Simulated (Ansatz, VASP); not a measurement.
# Two plane-wave programs on HfB2

Contents of POSCAR:

```
HfB2
1.0
    3.1326790800      0.0000000000      0.0000000000
   -1.5663395400      2.7129796700      0.0000000000
    0.0000000000      0.0000000000      3.4792139900
Hf B
1 2
Direct
    0.0000000000      0.0000000000      0.0000000000
    0.3333333300      0.6666666700      0.5000000000
    0.6666666700      0.3333333300      0.5000000000
```

INCAR.step1

```
SYSTEM = HfB2
PREC = Accurate
ENCUT = 520
ISMEAR = 0
SIGMA = 0.1
LREAL = .False.
LASPH = .True.
NELM = 60
NBANDS = 15
GGA = PE
ALGO = Normal
EDIFF = 1E-4
LWAVE = .True.
LCHARG = .False.
```

Contents of INCAR.step2:

```
SYSTEM = HfB2
PREC = Accurate
ENCUT = 520
EDIFF = 1E-6
ISMEAR = 0
SIGMA = 0.1
LREAL = .False.
LASPH = .True.
NELM = 60
ALGO = Normal
ISIF = 2
LWAVE = .False.
LCHARG = .True.
METAGGA = R2SCAN
LMIXTAU = .True.
LELF = .True.
LVHAR = .True.
NBANDS = 15
ISTART = 1
```

Contents of KPOINTS:

```
Automatic mesh
0
Gamma
  6 6 6
  0 0 0
```

Input for Ansatz:

```yaml
crystal:
  lattice:
    - [3.13267908, 0.0, 0.0]
    - [-1.56633954, 2.71297967, 0.0]
    - [0.0, 0.0, 3.47921399]
  atoms:
    - { symbol: Hf, position: [0.0, 0.0, 0.0] }
    - { symbol: B, position: [0.33333333, 0.66666667, 0.5] }
    - { symbol: B, position: [0.66666667, 0.33333333, 0.5] }
basis:
  ecutwfc: 500
kpoints:
  mp_grid: { grid: [6, 6, 6] }
hamiltonian:
  xc: r2scan
  pseudopotentials: { kind: paw, azcp: { folder: soft_1 } }
scf:
  occupations: { method: gaussian, width: 0.1 }
output:
  forces: true
  stress: true
  eigenvalues: true
```

Alike in both runs: task single point; functional r2SCAN; k mesh 6 × 6 × 6; occupations gaussian, width 0.1 eV; no spin polarisation.

|  | VASP | Ansatz |
| --- | --- | --- |
| version | VASP 6.6.1 | Ansatz 0.2.0 |
| potentials or method | VASP PAW PBE potentials, release 64 (Hf_pv, B), cutoff 520 eV | scalar-relativistic, plane waves, PAW |
| valence electrons in the cell | 16 | 32 |

Ansatz gave:

| Property | Result |
| --- | --- |
| gap on the k mesh at the Fermi level (eV) | none |
| pressure (GPa) | 1.0 |
| traceless stress, the component that is largest in VASP (GPa) | -1.80 |

Estimate VASP's values.

gap on the k mesh at the Fermi level (eV): none; pressure (GPa): 0.3; traceless stress, the component that is largest in VASP (GPa): -1.74.

VASP's potentials were made for PBE, not for r2SCAN. A gap of «none» marks a metal or a gap that the smearing closes. The functional is the same, so the differences come from potentials, cutoffs and numerics. VASP's potentials hold 16 valence electrons a cell and Ansatz's 32, so a difference there can come from the potentials and not from the codes.

The k mesh is coarse, so the values compare programs but aren't converged. Spin-orbit coupling is off throughout.
